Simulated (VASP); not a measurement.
# Ta (Im-3m) in VASP: single point with LDA

Aim: the single point of Ta with LDA.

Everything below comes from runs of VASP 6.6.1. Logs are shortened: lines on timing, memory, paths and dates and some standing lists are left out, and cuts for length are marked.

## Step 1: The cell of the first run

It takes space group Im-3m (No. 229, cubic). The conventional cell has a = 3.211 Å, b = 3.211 Å, c = 3.211 Å, α = 90.00°, β = 90.00°, γ = 90.00°. Within 3.7 Å of Ta (site symmetry m-3m) lie 14 Ta at 2.78 to 3.21 Å.

## Step 2: Single point, LDA (16.56 Å³/atom)

Contents of INCAR:

```
PREC = Accurate
ENCUT = 500
EDIFF = 1E-6
ISMEAR = -1
SIGMA = 0.1
LREAL = F
LASPH = T
NELM = 120
ALGO = Normal
ISIF = 2
LWAVE = F
LCHARG = T
GGA = CA
LELF = T
LVHAR = T
NBANDS = 12
GGA_COMPAT = F
```

Contents of KPOINTS:

```
regular mesh
0
Gamma
  22 22 22
```

Contents of POSCAR:

```
Ta
1.0
   -1.6056727810      1.6056727810      1.6056727810
    1.6056727810     -1.6056727810      1.6056727810
    1.6056727810      1.6056727810     -1.6056727810
Ta
1
Direct
    0.0000000000      0.0000000000      0.0000000000
```

Potentials or basis: VASP PAW LDA potentials, release 64 (Ta_sv_GW).

Command:

```
$ cat potpaw_LDA.64/Ta_sv_GW/POTCAR > POTCAR
$ mpirun -np 1 vasp_std > vasp.out
```

OUTCAR:

```text
PREC = Accurate
   ENCUT = 500
   EDIFF = 1E-6
   ISMEAR = -1
   LREAL = F
   LASPH = T
   NELM = 120
   ISIF = 2
   GGA = CA

 ion  position               nearest neighbor table
   1  0.000  0.000  0.000-

  LATTYP: Found a body centered cubic cell.
 ALAT       =     3.2113455620

  Lattice vectors:

 A1 = (  -1.6056727810,   1.6056727810,   1.6056727810)
 A2 = (   1.6056727810,  -1.6056727810,   1.6056727810)
 A3 = (   1.6056727810,   1.6056727810,  -1.6056727810)

Analysis of symmetry for initial positions (statically):
=====================================================================
 Subroutine PRICEL returns:
 Original cell was already a primitive cell.

 Routine SETGRP: Setting up the symmetry group for a
 body centered cubic supercell.

 Subroutine GETGRP returns: Found 48 space group operations
 (whereof 48 operations were pure point group operations)
 out of a pool of 48 trial point group operations.

The static configuration has the point symmetry O_h .

Analysis of symmetry for dynamics (positions and initial velocities):
=====================================================================
 Subroutine PRICEL returns:
 Original cell was already a primitive cell.

 Routine SETGRP: Setting up the symmetry group for a
 body centered cubic supercell.

 Subroutine GETGRP returns: Found 48 space group operations
 (whereof 48 operations were pure point group operations)
 out of a pool of 48 trial point group operations.

The dynamic configuration has the point symmetry O_h .

 Subroutine INISYM returns: Found 48 space group operations
 (whereof 48 operations are pure point group operations),
 and found     1 'primitive' translations

----------------------------------------------------------------------------------------

                                     Primitive cell

  volume of cell :      16.5589

  direct lattice vectors                    reciprocal lattice vectors
    -1.605672781  1.605672781  1.605672781     0.000000000  0.311395949  0.311395949
     1.605672781 -1.605672781  1.605672781     0.311395949  0.000000000  0.311395949
     1.605672781  1.605672781 -1.605672781     0.311395949  0.311395949  0.000000000

  length of vectors
     2.781106837  2.781106837  2.781106837     0.440380375  0.440380375  0.440380375

  position of ions in fractional coordinates (direct lattice)
     0.000000000  0.000000000  0.000000000

  ion indices of the primitive-cell ions
   primitive index   ion index
                 1           1

----------------------------------------------------------------------------------------

 KPOINTS: regular mesh

Automatic generation of k-mesh.
 Grid dimensions read from file:
 generate k-points for:   22   22   22

 Generating k-lattice:

  Cartesian coordinates                     Fractional coordinates (reciprocal lattice)
     0.000000000  0.014154361  0.014154361     0.045454545  0.000000000  0.000000000
     0.014154361  0.000000000  0.014154361     0.000000000  0.045454545  0.000000000
     0.014154361  0.014154361  0.000000000     0.000000000  0.000000000  0.045454545

  Length of vectors
     0.020017290  0.020017290  0.020017290

  Shift w.r.t. Gamma in fractional coordinates (k-lattice)
     0.000000000  0.000000000  0.000000000

 Subroutine IBZKPT returns following result:
 ===========================================

 Found    328 irreducible k-points:

 Following reciprocal coordinates:
            Coordinates               Weight
  0.000000  0.000000  0.000000      1.000000
  0.045455  0.000000  0.000000     12.000000
  0.090909  0.000000  0.000000     12.000000
  0.136364  0.000000  0.000000     12.000000
  0.181818  0.000000  0.000000     12.000000
  0.227273  0.000000  0.000000     12.000000
[... 16 lines left out ...]
  0.090909  0.090909  0.000000     24.000000
  0.136364  0.090909  0.000000     48.000000
 [... further k-points ...]
   k-points           NKPTS =    328   k-points in BZ     NKDIM =    328   number of bands    NBANDS=     12
   number of dos      NEDOS =    301   number of ions     NIONS =      1
   total plane-waves  NPLWV =   8000
   dimension x,y,z NGX =    20 NGY =   20 NGZ =   20
   dimension x,y,z NGXF=    40 NGYF=   40 NGZF=   40
   ions per type =               1
   NGX,Y,Z   is equivalent  to a cutoff of  11.96, 11.96, 11.96 a.u.
   NGXF,Y,Z  is equivalent  to a cutoff of  23.91, 23.91, 23.91 a.u.
 SYSTEM =  unknown system
   PREC   = accura    normal or accurate (medium, high low for compatibility)
   ISTART =      0    job   : 0-new  1-cont  2-samecut
   ICHARG =      2    charge: 1-file 2-atom 10-const
   ISPIN  =      1    spin polarized calculation?
   LNONCOLLINEAR =      F non collinear calculations
   LSORBIT =      F    spin-orbit coupling
   LASPH  =      T    aspherical Exc in radial PAW
   ENCUT  =  500.0 eV  36.75 Ry    6.06 a.u.   5.07  5.07  5.07*2*pi/ulx,y,z
   NELM   =    120;   NELMIN=  2; NELMDL= -5     # of ELM steps
   EDIFF  = 0.1E-05   stopping-criterion for ELM
   LREAL  =      F    real-space projection
   EDIFFG = 0.1E-04   stopping-criterion for IOM
   NSW    =      0    number of steps for IOM
   IBRION =     -1    ionic relax: 0-MD 1-quasi-New 2-CG
   NFREE  =      0    steps in history (QN), initial steepest desc. (CG)
   ISIF   =      2    stress and relaxation
   ISYM   =      2    0-nonsym 1-usesym 2-fastsym
   POTIM  = 0.5000    time-step for ionic-motion
   TEBEG  =    0.0;   TEEND  =   0.0 temperature during run
   PSTRESS=    0.0 pullay stress
   NELECT =      13.0000    total number of electrons
   NUPDOWN=      -1.0000    fix difference up-down
   EMIN   =  10.00;   EMAX   =-10.00  energy-range for DOS
   EFERMI =   0.00;   METHOD = LEGACY
   ISMEAR =    -1;   SIGMA  =   0.10  broadening in eV -4-tet -1-fermi 0-gaus
   EFERMI_NEDOS =   21; number of points for ismear=-14 and -15
   IALGO  =     38    algorithm
   IMIX   =      4    mixing-type and parameters
     AMIX     =   0.40;   BMIX     =  1.00
     AMIX_MAG =   1.60;   BMIX_MAG =  1.00
  volume/ion in A,a.u.               =      16.56       111.74
  Fermi-wavevector in a.u.,A,eV,Ry     =   1.510239  2.853937 31.032450  2.280821
  Thomas-Fermi vector in A             =   2.620455
   LORBIT       =      0    0 simple, 1 ext, 2 COOP (PROOUT), +10 PAW based schemes
   GGA     = CA    functional components
   LHFCALC =     F    Hartree Fock is set to
   AEXX    =    0.0000 exact exchange contribution
   IVDW    =     0    specifies the selected vdW correction
   LEPSILON=     F    determine dielectric tensor
   LRPA    =     F    only Hartree local field effects (RPA)
 non-spin polarized calculation
  energy-cutoff  :      500.00
  volume of cell :       16.56
 maximum number of plane-waves:       435
   NGX = 11   NGY = 11   NGZ = 11

 number of electron      12.9999997 magnetization

 Free energy of the ion-electron system (eV)
  ---------------------------------------------------
  ext. energy  EPLUGINS =         0.00000000
  ---------------------------------------------------
  free energy    TOTEN  =       -15.31640530 eV

  energy without entropy =      -15.27653328  energy(sigma->0) =      -15.29646929

 E-fermi :  11.3590     XC(G=0): -13.7384

 val. band max:       11.3485386113   @ k =  -0.4545   0.5000   0.1818
 cond. band min:      11.3605609765   @ k =  -0.4545  -0.4545   0.0909
 fundamental gap:      0.0120223652
 Fermi energy:        11.3589577069

 k-point     1 :       0.0000    0.0000    0.0000
  band No.  band energies     occupation
      1     -55.2471      2.00000
      2     -21.2323      2.00000
      3     -21.2323      2.00000
      4     -21.2323      2.00000
      5       3.2075      2.00000
      6      12.0018      0.00323
      7      12.0018      0.00323
      8      12.0018      0.00323
      9      15.5640      0.00000
     10      15.5640      0.00000
     11      26.3480      0.00000
     12      26.3480      0.00000

 k-point     2 :       0.0455    0.0000    0.0000
  band No.  band energies     occupation
      1     -55.2436      2.00000
      2     -21.2667      2.00000
      3     -21.2425      2.00000
      4     -21.2324      2.00000
      5       3.3113      2.00000
      6      11.9336      0.00637
      7      11.9849      0.00382
      8      12.1036      0.00117
      9      15.4450      0.00000
     10      15.5633      0.00000
     11      26.4443      0.00000
     12      26.5222      0.00000

 k-point     3 :       0.0909    0.0000    0.0000
  band No.  band energies     occupation
      1     -55.2335      2.00000
      2     -21.3682      2.00000
      3     -21.2730      2.00000
      4     -21.2329      2.00000
      5       3.6142      2.00000
      6      11.7411      0.04287
      7      11.9178      0.00746
      8      12.4065      0.00006
      9      15.1673      0.00000
     10      15.5652      0.00000
     11      26.7084      0.00000
     12      27.0324      0.00000
[... 286 lines left out ...]
 k-point    23 :       0.0909    0.0909    0.0000
  band No.  band energies     occupation
      1     -55.2087      2.00000
      2     -21.6124      2.00000
      3     -21.3192      2.00000
      4     -21.2654      2.00000
      5       4.3661      2.00000
      6      11.4019      0.78860
      7      11.5189      0.33621
      8      13.2644      0.00000
      9      14.6697      0.00000
     10      15.7269      0.00000
     11      27.2545      0.00000
     12      28.3292      0.00000

 k-point    24 :       0.1364    0.0909    0.0000
  band No.  band energies     occupation
      1     -55.1890      2.00000
      2     -21.7917      2.00000
      3     -21.3770      2.00000
      4     -21.2758      2.00000
      5       4.9558      2.00000
      6      11.0950      1.86678
      7      11.2536      1.48274
      8      13.9742      0.00000
      9      14.5186      0.00000
     10      15.8677      0.00000
     11      27.6495      0.00000
     12      28.7811      0.00000

 [... further k-points ...]

------------------------ aborting loop because EDIFF is reached ----------------------------------------

  FORCE on cell =-STRESS in cart. coord.  units (eV):
  Direction    XX          YY          ZZ          XY          YZ          ZX
  --------------------------------------------------------------------------------------
  -------------------------------------------------------------------------------------
  Total        0.8720886      0.8720886      0.8720886     -0.0000000     -0.0000000     -0.0000000
  in kB       84.3801078     84.3801078     84.3801078     -0.0000000     -0.0000000     -0.0000000
  external PRESSURE =      84.3801078 kB  Pullay stress =       0.0000000 kB

 VOLUME and BASIS-vectors are now :
 -----------------------------------------------------------------------------
  energy-cutoff  :      500.00
  volume of cell :       16.56
      direct lattice vectors                 reciprocal lattice vectors
    -1.605672781  1.605672781  1.605672781     0.000000000  0.311395949  0.311395949
     1.605672781 -1.605672781  1.605672781     0.311395949  0.000000000  0.311395949
     1.605672781  1.605672781 -1.605672781     0.311395949  0.311395949  0.000000000

 POSITION                                       TOTAL-FORCE (eV/Angst)
 -----------------------------------------------------------------------------------
      0.00000      0.00000      0.00000        -0.000000      0.000000     -0.000000
 -----------------------------------------------------------------------------------
    total drift:                                0.000000      0.000000      0.000000

  FREE ENERGIE OF THE ION-ELECTRON SYSTEM (eV)
  ---------------------------------------------------
  free  energy   TOTEN  =       -15.3164052991 eV

  energy  without entropy=      -15.2765332775  energy(sigma->0) =      -15.29646929
```

It took 32 s on 1 thread of AMD EPYC 7R13 (Zen 3), shared host; peak memory 0.15 GiB.

What came out:

- Free energy: -15.3164 eV
- Pressure: 8.4 GPa
- Band gap on the k mesh: zero (an odd number of electrons rules out a gap without spin polarisation)

Caveat: the cell stands under pressure; spin-orbit coupling is left out, which moves the levels of the heavy elements.
